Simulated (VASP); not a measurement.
Here is a VASP 6.6.1 calculation.

Contents of INCAR:

```
SYSTEM = LiF
  ALGO = Normal
  EDIFF = 1E-6
  ENCUT = 520
  GGA = PE
  ISIF = 2
  ISMEAR = 0
  LASPH = .TRUE.
  LCHARG = .FALSE.
  LREAL = .FALSE.
  LWAVE = .FALSE.
  NBANDS = 12
  NELM = 100
  PREC = Accurate
  SIGMA = 0.02
```

File KPOINTS:

```
k-points
0
G
  10 10 10
  0 0 0
```

The input POSCAR:

```
LiF
1.0
    0.0000000000      2.2252147905      2.2252147905
    2.2252147905      0.0000000000      2.2252147905
    2.2252147905      2.2252147905      0.0000000000
Li F
1 1
Direct
    0.7500000000      0.7500000000      0.7500000000
    0.0000000000      0.0000000000      0.0000000000
```

Potentials or basis: VASP PAW PBE potentials, release 64 (Li_sv, F).

Run with:

```sh
$ cat potpaw_PBE.64/Li_sv/POTCAR potpaw_PBE.64/F/POTCAR > POTCAR
$ mpirun -np 1 vasp_std > vasp.out
```

Question: Estimate the band gap on the k mesh.

Answer: 7.34 eV, direct.

 A k mesh can miss the band edges.
